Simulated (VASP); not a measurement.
Runs of VASP 6.6.1 on CsNiN. The structure is that of space group P-6m2 (No. 187), or close to it. The cells are those of the table. 

| spin | cell | gap on the mesh (eV) | pressure (GPa) | moment (μB) |
| --- | --- | --- | --- | --- |
| collinear, ferromagnetic start | a = 5.610, b = 5.610, c = 3.492 Å, angles 90.0, 90.0, 120.0°, 3 atoms | none | -1.4 | 0.42 |
| collinear, ferromagnetic start | a = 5.424, b = 5.424, c = 3.376 Å, angles 90.0, 90.0, 120.0°, 3 atoms | none | 3.2 | (a) |
| off | a = 5.537, b = 5.537, c = 3.447 Å, angles 90.0, 90.0, 120.0°, 3 atoms | none | (b) | - |
| collinear, ferromagnetic start | a = 5.574, b = 5.574, c = 3.469 Å, angles 90.0, 90.0, 120.0°, 3 atoms | none | (c) | 0.41 |
| collinear, ferromagnetic start | a = 5.462, b = 5.462, c = 3.400 Å, angles 90.0, 90.0, 120.0°, 3 atoms | none | 2.1 | 0.37 |
| collinear, ferromagnetic start | a = 5.500, b = 5.500, c = 3.424 Å, angles 90.0, 90.0, 120.0°, 3 atoms | none | 1.0 | 0.39 |
| collinear, ferromagnetic start | a = 5.646, b = 5.646, c = 3.514 Å, angles 90.0, 90.0, 120.0°, 3 atoms | none | -2.1 | 0.42 |

Alike in all rows: task single point; level PBE; potentials or basis VASP PAW PBE potentials, release 64 (Cs_sv, Ni, N); k mesh 6 × 6 × 8; cutoff (eV) 520; smearing fermi-dirac 0.05 eV.

Question: Estimate the missing entries.

Answer: (a) 0.35; (b) 0.1; (c) -0.7.

Caveats: spin-orbit coupling is left out, which moves the levels of the heavy elements; a cell with one magnetic atom can't hold antiferromagnetic order, which such compounds often take (some runs).

A k mesh can miss the band edges, and the runs leave out spin-orbit coupling on Cs.

A gap of «none» marks levels without a gap at the run's occupations.
